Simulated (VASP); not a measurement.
# W (Im-3m) in VASP: further runs

Runs on W. Level: LDA. Tasks: single point.

Program: VASP 6.6.1. These are calculated values, not measurements. Logs are shortened: lines on timing, memory, paths and dates and some standing lists are left out, and cuts for length are marked.

## (1) The cell of the first run

The structure is cubic, space group Im-3m (No. 229). The conventional cell has a = 3.135 Å, b = 3.135 Å, c = 3.135 Å, α = 90.00°, β = 90.00°, γ = 90.00°. Within 3.6 Å of W (site symmetry m-3m) lie 14 W at 2.72 to 3.14 Å.

## (2) Single point, LDA

INCAR reads:

```
SYSTEM = W
ALGO = Normal
EDIFF = 1E-6
ENCUT = 520
ISIF = 2
ISMEAR = -1
LASPH = .True.
LCHARG = .False.
LREAL = .False.
LWAVE = .False.
NBANDS = 13
NELM = 100
PREC = Accurate
SIGMA = 1.0
```

KPOINTS reads:

```
k-points
0
Gamma
  14 14 14
  0 0 0
```

POSCAR reads:

```
W
1.0
   -1.5676867250      1.5676867250      1.5676867250
    1.5676867250     -1.5676867250      1.5676867250
    1.5676867250      1.5676867250     -1.5676867250
W
1
Direct
    0.0000000000      0.0000000000      0.0000000000
```

Potentials or basis: VASP PAW LDA potentials, release 64 (W_sv).

Run with:

```console
$ cat potpaw_LDA.64/W_sv/POTCAR > POTCAR
$ mpirun -np 1 vasp_std > vasp.out
```

OUTCAR:

```text
SYSTEM = W
   EDIFF = 1E-6
   ENCUT = 520
   ISIF = 2
   ISMEAR = -1
   LASPH = .True.
   LREAL = .False.
   NELM = 100
   PREC = Accurate

 ion  position               nearest neighbor table
   1  0.000  0.000  0.000-

  LATTYP: Found a body centered cubic cell.
 ALAT       =     3.1353734500

  Lattice vectors:

 A1 = (  -1.5676867250,   1.5676867250,   1.5676867250)
 A2 = (   1.5676867250,  -1.5676867250,   1.5676867250)
 A3 = (   1.5676867250,   1.5676867250,  -1.5676867250)

Analysis of symmetry for initial positions (statically):
=====================================================================
 Subroutine PRICEL returns:
 Original cell was already a primitive cell.

 Routine SETGRP: Setting up the symmetry group for a
 body centered cubic supercell.

 Subroutine GETGRP returns: Found 48 space group operations
 (whereof 48 operations were pure point group operations)
 out of a pool of 48 trial point group operations.

The static configuration has the point symmetry O_h .

Analysis of symmetry for dynamics (positions and initial velocities):
=====================================================================
 Subroutine PRICEL returns:
 Original cell was already a primitive cell.

 Routine SETGRP: Setting up the symmetry group for a
 body centered cubic supercell.

 Subroutine GETGRP returns: Found 48 space group operations
 (whereof 48 operations were pure point group operations)
 out of a pool of 48 trial point group operations.

The dynamic configuration has the point symmetry O_h .

 Subroutine INISYM returns: Found 48 space group operations
 (whereof 48 operations are pure point group operations),
 and found     1 'primitive' translations

----------------------------------------------------------------------------------------

                                     Primitive cell

  volume of cell :      15.4112

  direct lattice vectors                    reciprocal lattice vectors
    -1.567686725  1.567686725  1.567686725     0.000000000  0.318941273  0.318941273
     1.567686725 -1.567686725  1.567686725     0.318941273  0.000000000  0.318941273
     1.567686725  1.567686725 -1.567686725     0.318941273  0.318941273  0.000000000

  length of vectors
     2.715313058  2.715313058  2.715313058     0.451051074  0.451051074  0.451051074

  position of ions in fractional coordinates (direct lattice)
     0.000000000  0.000000000  0.000000000

  ion indices of the primitive-cell ions
   primitive index   ion index
                 1           1

----------------------------------------------------------------------------------------

 KPOINTS: k-points

Automatic generation of k-mesh.
 Grid dimensions read from file:
 generate k-points for:   14   14   14

 Generating k-lattice:

  Cartesian coordinates                     Fractional coordinates (reciprocal lattice)
     0.000000000  0.022781520  0.022781520     0.071428571  0.000000000  0.000000000
     0.022781520  0.000000000  0.022781520     0.000000000  0.071428571  0.000000000
     0.022781520  0.022781520  0.000000000     0.000000000  0.000000000  0.071428571

  Length of vectors
     0.032217934  0.032217934  0.032217934

  Shift w.r.t. Gamma in fractional coordinates (k-lattice)
     0.000000000  0.000000000  0.000000000

 Subroutine IBZKPT returns following result:
 ===========================================

 Found    104 irreducible k-points:

 Following reciprocal coordinates:
            Coordinates               Weight
  0.000000  0.000000  0.000000      1.000000
  0.071429  0.000000  0.000000     12.000000
  0.142857  0.000000  0.000000     12.000000
  0.214286  0.000000  0.000000     12.000000
  0.285714  0.000000  0.000000     12.000000
  0.357143  0.000000  0.000000     12.000000
[... 16 lines left out ...]
  0.285714  0.285714  0.000000     24.000000
  0.357143  0.285714  0.000000     24.000000
 [... further k-points ...]
   k-points           NKPTS =    104   k-points in BZ     NKDIM =    104   number of bands    NBANDS=     13
   number of dos      NEDOS =    301   number of ions     NIONS =      1
   total plane-waves  NPLWV =   8000
   dimension x,y,z NGX =    20 NGY =   20 NGZ =   20
   dimension x,y,z NGXF=    40 NGYF=   40 NGZF=   40
   ions per type =               1
   NGX,Y,Z   is equivalent  to a cutoff of  12.25, 12.25, 12.25 a.u.
   NGXF,Y,Z  is equivalent  to a cutoff of  24.49, 24.49, 24.49 a.u.
 SYSTEM =  W
   PREC   = accura    normal or accurate (medium, high low for compatibility)
   ISTART =      0    job   : 0-new  1-cont  2-samecut
   ICHARG =      2    charge: 1-file 2-atom 10-const
   ISPIN  =      1    spin polarized calculation?
   LNONCOLLINEAR =      F non collinear calculations
   LSORBIT =      F    spin-orbit coupling
   LASPH  =      T    aspherical Exc in radial PAW
   ENCUT  =  520.0 eV  38.22 Ry    6.18 a.u.   5.05  5.05  5.05*2*pi/ulx,y,z
   NELM   =    100;   NELMIN=  2; NELMDL= -5     # of ELM steps
   EDIFF  = 0.1E-05   stopping-criterion for ELM
   LREAL  =      F    real-space projection
   EDIFFG = 0.1E-04   stopping-criterion for IOM
   NSW    =      0    number of steps for IOM
   IBRION =     -1    ionic relax: 0-MD 1-quasi-New 2-CG
   NFREE  =      0    steps in history (QN), initial steepest desc. (CG)
   ISIF   =      2    stress and relaxation
   ISYM   =      2    0-nonsym 1-usesym 2-fastsym
   POTIM  = 0.5000    time-step for ionic-motion
   TEBEG  =    0.0;   TEEND  =   0.0 temperature during run
   PSTRESS=    0.0 pullay stress
   NELECT =      14.0000    total number of electrons
   NUPDOWN=      -1.0000    fix difference up-down
   EMIN   =  10.00;   EMAX   =-10.00  energy-range for DOS
   EFERMI =   0.00;   METHOD = LEGACY
   ISMEAR =    -1;   SIGMA  =   1.00  broadening in eV -4-tet -1-fermi 0-gaus
   EFERMI_NEDOS =   21; number of points for ismear=-14 and -15
   IALGO  =     38    algorithm
   IMIX   =      4    mixing-type and parameters
     AMIX     =   0.40;   BMIX     =  1.00
     AMIX_MAG =   1.60;   BMIX_MAG =  1.00
  volume/ion in A,a.u.               =      15.41       104.00
  Fermi-wavevector in a.u.,A,eV,Ry     =   1.585519  2.996197 34.203303  2.513872
  Thomas-Fermi vector in A             =   2.684971
   LORBIT       =      0    0 simple, 1 ext, 2 COOP (PROOUT), +10 PAW based schemes
   GGA     = CA    functional components
   LHFCALC =     F    Hartree Fock is set to
   AEXX    =    0.0000 exact exchange contribution
   IVDW    =     0    specifies the selected vdW correction
   LEPSILON=     F    determine dielectric tensor
   LRPA    =     F    only Hartree local field effects (RPA)
 non-spin polarized calculation
  energy-cutoff  :      520.00
  volume of cell :       15.41
 maximum number of plane-waves:       432
   NGX =  9   NGY =  9   NGZ =  9

 number of electron      14.0000004 magnetization

 Free energy of the ion-electron system (eV)
  ---------------------------------------------------
  ext. energy  EPLUGINS =         0.00000000
  ---------------------------------------------------
  free energy    TOTEN  =       -15.26603403 eV

  energy without entropy =      -12.58814285  energy(sigma->0) =      -13.92708844

 E-fermi :  11.7020     XC(G=0): -13.9663

 val. band max:       11.6715532943   @ k =   0.5000   0.5000   0.0714
 cond. band min:      11.7885391465   @ k =   0.5000   0.5000   0.2143
 fundamental gap:      0.1169858522
 Fermi energy:        11.7020148368

 k-point     1 :       0.0000    0.0000    0.0000
  band No.  band energies     occupation
      1     -61.7522      2.00000
      2     -25.5426      2.00000
      3     -25.5426      2.00000
      4     -25.5426      2.00000
      5       2.0273      1.99987
      6      10.5057      1.53575
      7      10.5057      1.53575
      8      10.5057      1.53575
      9      14.0932      0.16770
     10      14.0932      0.16770
     11      26.3461      0.00000
     12      26.3461      0.00000
     13      26.3461      0.00000

 k-point     2 :       0.0714    0.0000    0.0000
  band No.  band energies     occupation
      1     -61.7445      2.00000
      2     -25.6211      2.00000
      3     -25.5668      2.00000
      4     -25.5431      2.00000
      5       2.2844      1.99984
      6      10.3487      1.58934
      7      10.4681      1.54902
      8      10.7548      1.44112
      9      13.8463      0.20974
     10      14.0945      0.16750
     11      26.5670      0.00000
     12      26.7807      0.00000
     13      26.9878      0.00000

 k-point     3 :       0.1429    0.0000    0.0000
  band No.  band energies     occupation
      1     -61.7227      2.00000
      2     -25.8370      2.00000
      3     -25.6341      2.00000
      4     -25.5444      2.00000
      5       3.0033      1.99967
      6       9.9377      1.70750
      7      10.2890      1.60849
      8      11.4889      1.10617
      9      13.4389      0.29942
     10      14.1190      0.16378
     11      27.0454      0.00000
     12      28.0209      0.00000
     13      28.4529      0.00000

 k-point     4 :       0.2143    0.0000    0.0000
  band No.  band energies     occupation
      1     -61.6910      2.00000
      2     -26.1389      2.00000
      3     -25.7300      2.00000
      4     -25.5464      2.00000
      5       4.0049      1.99909
      6       9.4040      1.81743
      7       9.9725      1.69869
      8      12.6653      0.55245
      9      13.3549      0.32143
     10      14.2102      0.15058
     11      27.0921      0.00000
     12      29.2267      0.00000
     13      29.9211      0.00000

 k-point     5 :       0.2857    0.0000    0.0000
  band No.  band energies     occupation
      1     -61.6557      2.00000
      2     -26.4613      2.00000
      3     -25.8345      2.00000
      4     -25.5486      2.00000
      5       4.9184      1.99774
      6       8.8755      1.88818
      7       9.9454      1.70556
      8      13.6175      0.25673
      9      14.2025      0.15165
     10      14.3972      0.12652
     11      26.1154      0.00000
     12      27.8752      0.00000
     13      32.3220      0.00000
[... 257 lines left out ...]
 k-point    22 :       0.3571    0.2143    0.0000
  band No.  band energies     occupation
      1     -61.5816      2.00000
      2     -26.7952      2.00000
      3     -26.2438      2.00000
      4     -25.7002      2.00000
      5       6.7025      1.98661
      6       8.4144      1.92800
      7      10.2095      1.63290
      8      13.9049      0.19899
      9      15.2792      0.05439
     10      20.5899      0.00028
     11      21.5526      0.00011
     12      25.4899      0.00000
     13      28.3969      0.00000

 k-point    23 :       0.2857    0.2857    0.0000
  band No.  band energies     occupation
      1     -61.5799      2.00000
      2     -26.7164      2.00000
      3     -26.3319      2.00000
      4     -25.7180      2.00000
      5       7.0995      1.98014
      6       8.5455      1.91833
      7       9.6192      1.77845
      8      14.1010      0.16650
      9      14.9965      0.07152
     10      20.9784      0.00019
     11      21.4382      0.00012
     12      25.6062      0.00000
     13      28.7551      0.00000

 k-point    24 :       0.3571    0.2857    0.0000
  band No.  band energies     occupation
      1     -61.5749      2.00000
      2     -26.6616      2.00000
      3     -26.4400      2.00000
      4     -25.7257      2.00000
      5       7.1921      1.97824
      6       8.7248      1.90307
      7       9.4898      1.80269
      8      14.3683      0.12999
      9      15.0045      0.07097
     10      20.4431      0.00032
     11      22.4536      0.00004
     12      24.5271      0.00001
     13      29.2945      0.00000

 [... further k-points ...]

------------------------ aborting loop because EDIFF is reached ----------------------------------------

  FORCE on cell =-STRESS in cart. coord.  units (eV):
  Direction    XX          YY          ZZ          XY          YZ          ZX
  --------------------------------------------------------------------------------------
  -------------------------------------------------------------------------------------
  Total        1.7375229      1.7375229      1.7375229     -0.0000000      0.0000000      0.0000000
  in kB      180.6355732    180.6355732    180.6355732     -0.0000000      0.0000000      0.0000000
  external PRESSURE =     180.6355732 kB  Pullay stress =       0.0000000 kB

 VOLUME and BASIS-vectors are now :
 -----------------------------------------------------------------------------
  energy-cutoff  :      520.00
  volume of cell :       15.41
      direct lattice vectors                 reciprocal lattice vectors
    -1.567686725  1.567686725  1.567686725     0.000000000  0.318941273  0.318941273
     1.567686725 -1.567686725  1.567686725     0.318941273  0.000000000  0.318941273
     1.567686725  1.567686725 -1.567686725     0.318941273  0.318941273  0.000000000

 POSITION                                       TOTAL-FORCE (eV/Angst)
 -----------------------------------------------------------------------------------
      0.00000      0.00000      0.00000        -0.000000      0.000000     -0.000000
 -----------------------------------------------------------------------------------
    total drift:                                0.000000     -0.000000      0.000000

  FREE ENERGIE OF THE ION-ELECTRON SYSTEM (eV)
  ---------------------------------------------------
  free  energy   TOTEN  =       -15.2660340301 eV

  energy  without entropy=      -12.5881428526  energy(sigma->0) =      -13.92708844
```

Run time: 9.8 s. Hardware: 1 thread of AMD EPYC 9R45 (Zen 5), shared host; peak memory 0.1 GiB.

Results:

- Free energy: -15.2660 eV
- Pressure: 18.1 GPa
- Band gap on the k mesh: zero (band 7 reaches 17.21 eV, above the bottom of band 8 at 10.51 eV)

Caveat: spin-orbit coupling is left out, which moves the levels of the heavy elements.

## (3) Single point, LDA

INCAR reads:

```
PREC     = Accurate       # precision mode
ENCUT    = 520            # plane-wave cutoff, eV
EDIFF    = 1E-6           # SCF threshold, eV
ISMEAR   = 0              # smearing method
SIGMA    = 0.01           # smearing width, eV
LREAL    = F              # projectors in reciprocal space
LASPH    = T              # aspherical terms in the spheres
NELM     = 100            # most SCF steps
ALGO     = Normal         # electronic algorithm
ISIF     = 2              # what is computed and relaxed
LWAVE    = F              # write WAVECAR
LCHARG   = T              # write CHGCAR
GGA      = CA             # functional
LELF     = T              # ELF
LVHAR    = T            
NBANDS   = 13             # bands
```

KPOINTS reads:

```
regular mesh
0
Gamma
  14 14 14
```

POSCAR is that of step 2.

Potentials or basis: VASP PAW LDA potentials, release 64 (W_sv).

Run with:

```console
$ cat potpaw_LDA.64/W_sv/POTCAR > POTCAR
$ mpirun -np 1 vasp_std > vasp.out
```

Run time: 9.9 s. Hardware: 1 thread of AMD EPYC 9R45 (Zen 5), shared host; peak memory 0.1 GiB.

Results (log left out):

```yaml
Free_energy: -14.0937 eV
Pressure: 1.8 GPa
Band_gap_on_the_k_mesh: zero (band 7 reaches 17.09 eV, above the bottom of band 8 at 10.43 eV)
```

Levels at points of the mesh, in eV from the Fermi level:
```tsv
k point	band 3	band 4	band 5	band 6	band 7	band 8	band 9	band 10	band 11	band 12
(0.00, 0.00, 0.00)	-37.62	-37.62	-9.84	-1.45	-1.45	-1.45	2.11	2.11	14.49	14.49
(0.50, 0.00, 0.00)	-38.08	-37.63	-6.59	-3.87	0.80	2.03	3.03	6.25	11.41	11.49
(0.50, 0.50, 0.50)	-38.62	-38.62	-6.22	-6.22	5.21	5.21	5.21	8.44	8.44	8.44
```

Caveat: spin-orbit coupling is left out, which moves the levels of the heavy elements.

## (4) Single point, LDA

INCAR reads:

```
PREC = Accurate
ENCUT = 520
EDIFF = 1E-7
ISMEAR = 0
SIGMA = 0.03
LREAL = F
LASPH = T
NELM = 80
ALGO = Normal
ISIF = 2
LWAVE = F
LCHARG = F
GGA = CA
NBANDS = 13
```

KPOINTS is that of step 3.

POSCAR is that of step 3.

Run with:

```console
$ cat potpaw_LDA.64/W_sv/POTCAR > POTCAR
$ mpirun -np 1 vasp_std > vasp.out
```

It took 9.7 s on 1 thread of AMD EPYC 9R45 (Zen 5), shared host; peak memory 0.1 GiB.

The run converged. Its results:

```
Free energy            : -14.0940 eV
Pressure               : 1.8 GPa
Band gap on the k mesh : zero (band 7 reaches 17.09 eV, above the bottom of band 8 at 10.43 eV)
```

Levels at points of the mesh, in eV from the Fermi level:
| k point | band 4 | band 5 | band 6 | band 7 | band 8 | band 9 | band 10 | band 11 |
| --- | --- | --- | --- | --- | --- | --- | --- | --- |
| (0.00, 0.00, 0.00) | -37.63 | -9.85 | -1.46 | -1.46 | -1.46 | 2.10 | 2.10 | 14.49 |
| (0.50, 0.00, 0.00) | -37.64 | -6.59 | -3.88 | 0.79 | 2.02 | 3.02 | 6.24 | 11.40 |
| (0.50, 0.50, 0.50) | -38.63 | -6.23 | -6.23 | 5.20 | 5.20 | 5.20 | 8.43 | 8.43 |

Caveat: spin-orbit coupling is left out, which moves the levels of the heavy elements.

## (5) Summary

```tsv
smearing	gap on the mesh (eV)	pressure (GPa)
fermi-dirac 1 eV	none	18.1
gaussian 0.01 eV	none	1.8
gaussian 0.03 eV	none	1.8
```

Alike in all rows: task single point; level LDA; potentials or basis VASP PAW LDA potentials, release 64 (W_sv); no spin polarisation; cell as given; k mesh 14 × 14 × 14; cutoff (eV) 520.

Every run on the cell as given and a fine mesh finds a metal.

Caveats: spin-orbit coupling is left out, which moves the levels of the heavy elements.

Absolute energies hang on the potentials; compare differences alone.
